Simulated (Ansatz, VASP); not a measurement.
NiGe in VASP and in Ansatz

```
Ge Ni
1.0
     5.38100    0.00000    0.00000
     0.00000    3.42800    0.00000
     0.00000    0.00000    5.81100
Ge Ni
4 4
Cartesian
  1.6789 2.5710 5.3287
  3.7021 0.8570 0.4823
  1.0116 0.8570 2.4232
  4.3694 2.5710 3.3878
  2.6636 2.5710 1.8014
  2.7174 0.8570 4.0096
  0.0269 0.8570 4.7069
  5.3541 2.5710 1.1041
```

Alike in both runs: task single point; functional PBEsol; k mesh 5 × 8 × 5; occupations fermi-dirac, width 0.05 eV; no spin polarisation.

```csv
,VASP,Ansatz
version,VASP 6.6.1,Ansatz 0.2.0
potentials or method,"VASP PAW PBE potentials, release 64 (Ge_d, Ni)",Ansatz PAW
plane-wave cutoff (eV),520,420
valence electrons in the cell,96,128
```

Ansatz gave:

| Item | Value |
| --- | --- |
| gap on the k mesh at the Fermi level (eV) | none |
| pressure (GPa) | -3.2 |
| traceless stress, the component that is largest in VASP (GPa) | -0.99 |
| rms of the force components (eV/Å) | 0.076 |

Question: Estimate VASP's values.

Answer: gap on the k mesh at the Fermi level (eV): none; pressure (GPa): -3.0; traceless stress, the component that is largest in VASP (GPa): -0.95; rms of the force components (eV/Å): 0.079.

VASP's potentials were made for PBE, not for PBEsol. Atom by atom the forces differ by 0.003 eV/Å (rms over components). A gap of «none» marks a metal or a gap that the smearing closes. VASP's potentials hold 96 valence electrons a cell and Ansatz's 128, so a difference there can come from the potentials and not from the codes.
